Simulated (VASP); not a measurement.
# Pt (R-3m) in VASP: single point with r2SCAN

Aim: the single point of Pt with r2SCAN.

Everything below comes from runs of VASP 6.6.1. Logs are shortened: lines on timing, memory, paths and dates and some standing lists are left out, and cuts for length are marked.

### 1 The cell of the first run

The structure is trigonal, space group R-3m (No. 166). Conventional cell: a = 3.811 Å, b = 3.811 Å, c = 9.336 Å, α = 90.00°, β = 90.00°, γ = 120.00°. Within 2.4 Å of Pt (site symmetry 3m) lie 1 Pt at 1.77 Å.

### 2 Single point, r2SCAN (shortest bond scaled by 0.76)

The input, POSCAR:

```
Pt
1.0
    0.0000000000      2.6951100335      2.6951100335
    2.6951100335      0.0000000000      2.6951100335
    2.6951100335      2.6951100335      0.0000000000
Pt
2
Direct
   -0.2150000000     -0.0950000000     -0.0950000000
    0.2150000000      0.0950000000      0.0950000000
```

The input, INCAR.step1:

```
ALGO = Normal ; EDIFF = 1E-4
ENCUT = 520 ; GGA = PE
ISMEAR = -1 ; LASPH = T
LCHARG = F ; LREAL = F
LWAVE = T ; NBANDS = 17
NELM = 100 ; PREC = Accurate
SIGMA = 0.05
```

The input, INCAR.step2:

```
ALGO = Normal ; EDIFF = 1E-6
ENCUT = 520 ; ISIF = 2
ISMEAR = -1 ; ISTART = 1
LASPH = T ; LCHARG = F
LMIXTAU = T ; LREAL = F
LWAVE = F ; METAGGA = R2SCAN
NBANDS = 17 ; NELM = 100
PREC = Accurate ; SIGMA = 0.05
```

The input, KPOINTS:

```
k-points
0
Gamma
  10 10 10
```

Potentials or basis: VASP PAW PBE potentials, release 64 (Pt).

Started as:

```
$ cat potpaw_PBE.64/Pt/POTCAR > POTCAR
$ cp INCAR.step1 INCAR
$ mpirun -np 1 vasp_std > vasp.out
$ cp INCAR.step2 INCAR
$ mpirun -np 1 vasp_std > vasp.out
```

OUTCAR:

```text
EDIFF = 1E-6
   ENCUT = 520
   ISIF = 2
   ISMEAR = -1
   ISTART = 1
   LASPH = T
   LREAL = F
   METAGGA = R2SCAN
   NELM = 100
   PREC = Accurate

 ion  position               nearest neighbor table
   1  0.785  0.905  0.905-   2 1.77   2 2.58   2 2.58   2 2.58
   2  0.215  0.095  0.095-   1 1.77   1 2.58   1 2.58   1 2.58

  LATTYP: Found a face centered cubic cell.
 ALAT       =     5.3902200670

  Lattice vectors:

 A1 = (   0.0000000000,   2.6951100335,   2.6951100335)
 A2 = (   2.6951100335,   0.0000000000,   2.6951100335)
 A3 = (   2.6951100335,   2.6951100335,   0.0000000000)

Analysis of symmetry for initial positions (statically):
=====================================================================
 Subroutine PRICEL returns:
 Original cell was already a primitive cell.

 Routine SETGRP: Setting up the symmetry group for a
 face centered cubic supercell.

 Subroutine GETGRP returns: Found 12 space group operations
 (whereof  4 operations were pure point group operations)
 out of a pool of 48 trial point group operations.

The static configuration has the point symmetry C_2h.
 The point group associated with its full space group is D_3d.

Analysis of symmetry for dynamics (positions and initial velocities):
=====================================================================
 Subroutine PRICEL returns:
 Original cell was already a primitive cell.

 Routine SETGRP: Setting up the symmetry group for a
 face centered cubic supercell.

 Subroutine GETGRP returns: Found 12 space group operations
 (whereof  4 operations were pure point group operations)
 out of a pool of 48 trial point group operations.

The dynamic configuration has the point symmetry C_2h.
 The point group associated with its full space group is D_3d.

 Subroutine INISYM returns: Found 12 space group operations
 (whereof  4 operations are pure point group operations),
 and found     1 'primitive' translations

----------------------------------------------------------------------------------------

                                     Primitive cell

  volume of cell :      39.1525

  direct lattice vectors                    reciprocal lattice vectors
     0.000000000  2.695110033  2.695110033    -0.185521182  0.185521182  0.185521182
     2.695110033  0.000000000  2.695110033     0.185521182 -0.185521182  0.185521182
     2.695110033  2.695110033  0.000000000     0.185521182  0.185521182 -0.185521182

  length of vectors
     3.811461161  3.811461161  3.811461161     0.321332114  0.321332114  0.321332114

  position of ions in fractional coordinates (direct lattice)
     0.785000000  0.905000000  0.905000000
     0.215000000  0.095000000  0.095000000

  ion indices of the primitive-cell ions
   primitive index   ion index
                 1           1
                 2           2

----------------------------------------------------------------------------------------

 KPOINTS: k-points

Automatic generation of k-mesh.
 Grid dimensions read from file:
 generate k-points for:   10   10   10

 Generating k-lattice:

  Cartesian coordinates                     Fractional coordinates (reciprocal lattice)
    -0.018552118  0.018552118  0.018552118     0.100000000  0.000000000  0.000000000
     0.018552118 -0.018552118  0.018552118     0.000000000  0.100000000  0.000000000
     0.018552118  0.018552118 -0.018552118     0.000000000  0.000000000  0.100000000

  Length of vectors
     0.032133211  0.032133211  0.032133211

  Shift w.r.t. Gamma in fractional coordinates (k-lattice)
     0.000000000  0.000000000  0.000000000

 Subroutine IBZKPT returns following result:
 ===========================================

 Found    116 irreducible k-points:

 Following reciprocal coordinates:
            Coordinates               Weight
  0.000000  0.000000  0.000000      1.000000
  0.100000  0.000000  0.000000      2.000000
  0.000000  0.100000  0.000000      6.000000
  0.200000  0.000000  0.000000      2.000000
  0.000000  0.200000  0.000000      6.000000
  0.300000  0.000000  0.000000      2.000000
[... 16 lines left out ...]
  0.000000  0.500000  0.100000     12.000000
  0.100000  0.000000  0.500000      6.000000
 [... further k-points ...]
   k-points           NKPTS =    116   k-points in BZ     NKDIM =    116   number of bands    NBANDS=     17
   number of dos      NEDOS =    301   number of ions     NIONS =      2
   total plane-waves  NPLWV =  21952
   dimension x,y,z NGX =    28 NGY =   28 NGZ =   28
   dimension x,y,z NGXF=    56 NGYF=   56 NGZF=   56
   ions per type =               2
   NGX,Y,Z   is equivalent  to a cutoff of  12.21, 12.21, 12.21 a.u.
   NGXF,Y,Z  is equivalent  to a cutoff of  24.43, 24.43, 24.43 a.u.
 SYSTEM =  unknown system
   PREC   = accura    normal or accurate (medium, high low for compatibility)
   ISTART =      1    job   : 0-new  1-cont  2-samecut
   ICHARG =      0    charge: 1-file 2-atom 10-const
   ISPIN  =      1    spin polarized calculation?
   LNONCOLLINEAR =      F non collinear calculations
   LSORBIT =      F    spin-orbit coupling
   LASPH  =      T    aspherical Exc in radial PAW
   ENCUT  =  520.0 eV  38.22 Ry    6.18 a.u.   7.09  7.09  7.09*2*pi/ulx,y,z
   NELM   =    100;   NELMIN=  2; NELMDL=  0     # of ELM steps
   EDIFF  = 0.1E-05   stopping-criterion for ELM
   LREAL  =      F    real-space projection
   EDIFFG = 0.1E-04   stopping-criterion for IOM
   NSW    =      0    number of steps for IOM
   IBRION =     -1    ionic relax: 0-MD 1-quasi-New 2-CG
   NFREE  =      0    steps in history (QN), initial steepest desc. (CG)
   ISIF   =      2    stress and relaxation
   ISYM   =      2    0-nonsym 1-usesym 2-fastsym
   POTIM  = 0.5000    time-step for ionic-motion
   TEBEG  =    0.0;   TEEND  =   0.0 temperature during run
   PSTRESS=    0.0 pullay stress
   NELECT =      20.0000    total number of electrons
   NUPDOWN=      -1.0000    fix difference up-down
   EMIN   =  10.00;   EMAX   =-10.00  energy-range for DOS
   EFERMI =   0.00;   METHOD = LEGACY
   ISMEAR =    -1;   SIGMA  =   0.05  broadening in eV -4-tet -1-fermi 0-gaus
   EFERMI_NEDOS =   21; number of points for ismear=-14 and -15
   IALGO  =     38    algorithm
   IMIX   =      4    mixing-type and parameters
     AMIX     =   0.40;   BMIX     =  1.00
     AMIX_MAG =   1.60;   BMIX_MAG =  1.00
  volume/ion in A,a.u.               =      19.58       132.11
  Fermi-wavevector in a.u.,A,eV,Ry     =   1.308675  2.473036 23.301734  1.712629
  Thomas-Fermi vector in A             =   2.439325
   LORBIT       =      0    0 simple, 1 ext, 2 COOP (PROOUT), +10 PAW based schemes
   METAGGA = R2SCAN    functional components
   LHFCALC =     F    Hartree Fock is set to
   AEXX    =    0.0000 exact exchange contribution
   IVDW    =     0    specifies the selected vdW correction
   LEPSILON=     F    determine dielectric tensor
   LRPA    =     F    only Hartree local field effects (RPA)
 non-spin polarized calculation
  energy-cutoff  :      520.00
  volume of cell :       39.15
 maximum number of plane-waves:      1073
   NGX = 15   NGY = 15   NGZ = 15

 number of electron      20.0000000 magnetization

 Free energy of the ion-electron system (eV)
  ---------------------------------------------------
  ext. energy  EPLUGINS =         0.00000000
  ---------------------------------------------------
  free energy    TOTEN  =       -93.34343166 eV

  energy without entropy =      -93.32597207  energy(sigma->0) =      -93.33470186

 E-fermi :   7.9911     XC(G=0): -12.3503

 val. band max:        7.9892808026   @ k =   0.3000   0.1000  -0.3000
 cond. band min:       8.0027194198   @ k =   0.1000   0.5000   0.3000
 fundamental gap:      0.0134386172
 Fermi energy:         7.9911380357

 k-point     1 :       0.0000    0.0000    0.0000
  band No.  band energies     occupation
      1      -1.0450      2.00000
      2      -0.5727      2.00000
      3      -0.5727      2.00000
      4      -0.1938      2.00000
      5       2.0440      2.00000
      6       2.0440      2.00000
[... 9 lines left out ...]
     16      21.2904      0.00000
     17      23.0129      0.00000

 k-point     2 :       0.1000    0.0000    0.0000
  band No.  band energies     occupation
      1      -0.9286      2.00000
      2      -0.7420      2.00000
      3      -0.7420      2.00000
      4      -0.3434      2.00000
      5       2.3727      2.00000
      6       2.3727      2.00000
[... 9 lines left out ...]
     16      21.7481      0.00000
     17      23.1456      0.00000

 k-point     3 :       0.0000    0.1000    0.0000
  band No.  band energies     occupation
      1      -0.9552      2.00000
      2      -0.7086      2.00000
      3      -0.5669      2.00000
      4      -0.0997      2.00000
      5       2.0883      2.00000
      6       2.1396      2.00000
[... 9 lines left out ...]
     16      21.8849      0.00000
     17      22.7806      0.00000

 k-point     4 :       0.2000    0.0000    0.0000
  band No.  band energies     occupation
      1      -1.2104      2.00000
      2      -1.0559      2.00000
      3      -1.0559      2.00000
      4       0.0139      2.00000
      5       3.0116      2.00000
      6       3.0116      2.00000
[... 9 lines left out ...]
     16      22.4649      0.00000
     17      23.3946      0.00000
[... 343 lines left out ...]
      1      -2.2723      2.00000
      2      -1.4884      2.00000
      3      -1.4421      2.00000
      4       2.0371      2.00000
      5       2.1891      2.00000
      6       2.7327      2.00000
[... 9 lines left out ...]
     16      22.1436      0.00000
     17      23.7750      0.00000

 k-point    23 :       0.0000    0.5000    0.1000
  band No.  band energies     occupation
      1      -1.4403      2.00000
      2      -1.1629      2.00000
      3      -0.5268      2.00000
      4       1.5764      2.00000
      5       2.3459      2.00000
      6       3.7363      2.00000
[... 9 lines left out ...]
     16      21.6294      0.00000
     17      22.5964      0.00000

 k-point    24 :       0.1000    0.0000    0.5000
  band No.  band energies     occupation
      1      -1.4881      2.00000
      2      -1.0833      2.00000
      3      -0.5851      2.00000
      4       1.5433      2.00000
      5       2.5510      2.00000
      6       3.4689      2.00000
[... 9 lines left out ...]
     16      20.9300      0.00000
     17      22.0351      0.00000

 [... further k-points ...]

------------------------ aborting loop because EDIFF is reached ----------------------------------------

  FORCE on cell =-STRESS in cart. coord.  units (eV):
  Direction    XX          YY          ZZ          XY          YZ          ZX
  --------------------------------------------------------------------------------------
  -------------------------------------------------------------------------------------
  Total       20.7723281     20.7723281     20.7723281    -20.5741600     20.5741600    -20.5741600
  in kB      850.0339244    850.0339244    850.0339244   -841.9245959    841.9245959   -841.9245959
  external PRESSURE =     850.0339244 kB  Pullay stress =       0.0000000 kB

 VOLUME and BASIS-vectors are now :
 -----------------------------------------------------------------------------
  energy-cutoff  :      520.00
  volume of cell :       39.15
      direct lattice vectors                 reciprocal lattice vectors
     0.000000000  2.695110033  2.695110033    -0.185521182  0.185521182  0.185521182
     2.695110033  0.000000000  2.695110033     0.185521182 -0.185521182  0.185521182
     2.695110033  2.695110033  0.000000000     0.185521182  0.185521182 -0.185521182

 POSITION                                       TOTAL-FORCE (eV/Angst)
 -----------------------------------------------------------------------------------
      4.87815      4.55474      4.55474       -19.077596     19.077596     19.077596
      0.51207      0.83548      0.83548        19.077596    -19.077596    -19.077596
 -----------------------------------------------------------------------------------
    total drift:                                0.000000      0.000000      0.000000

  FREE ENERGIE OF THE ION-ELECTRON SYSTEM (eV)
  ---------------------------------------------------
  free  energy   TOTEN  =       -93.3434316592 eV

  energy  without entropy=      -93.3259720661  energy(sigma->0) =      -93.33470186
```

Wall time 4 min (1 thread of Intel Xeon Platinum 8488C (Sapphire Rapids), shared host); peak memory 0.2 GiB.

Results:

* Free energy: -93.3434 eV
* Pressure: 85.0 GPa
* Largest force: 33.043 eV/Å
* Band gap on the k mesh: zero (bands 10 and 11 overlap by 2.73 eV)

Forces on the atoms (eV/Å):
```
Pt  -19.078  19.078  19.078
Pt   19.078 -19.078 -19.078
```

Levels at points of the mesh, in eV from the Fermi level:
```tsv
k point	band 6	band 7	band 8	band 9	band 10	band 11	band 12	band 13	band 14	band 15
(0.00, 0.00, 0.00)	-5.95	-2.99	-2.89	-2.89	-0.72	-0.72	9.28	11.09	12.44	12.44
(0.50, 0.00, 0.00)	-5.29	-2.53	-2.53	-2.15	1.44	1.44	2.34	8.49	8.49	10.37
(0.00, 0.50, 0.00)	-4.27	-2.71	-2.24	-2.21	-1.31	-1.29	1.48	8.40	11.47	11.55
(0.50, 0.50, 0.00)	-3.98	-3.70	-3.25	-0.70	0.64	1.31	1.34	3.81	5.85	9.36
```

Caveat: the cell differs from its parent crystal (shortest bond scaled by 0.76); atoms lie so close that the PAW spheres overlap strongly, which falsifies energies and pressures; the cell stands under pressure; the PAW data sets were made with another functional, which shifts forces and pressure a little; spin-orbit coupling is left out, which moves the levels of the heavy elements.
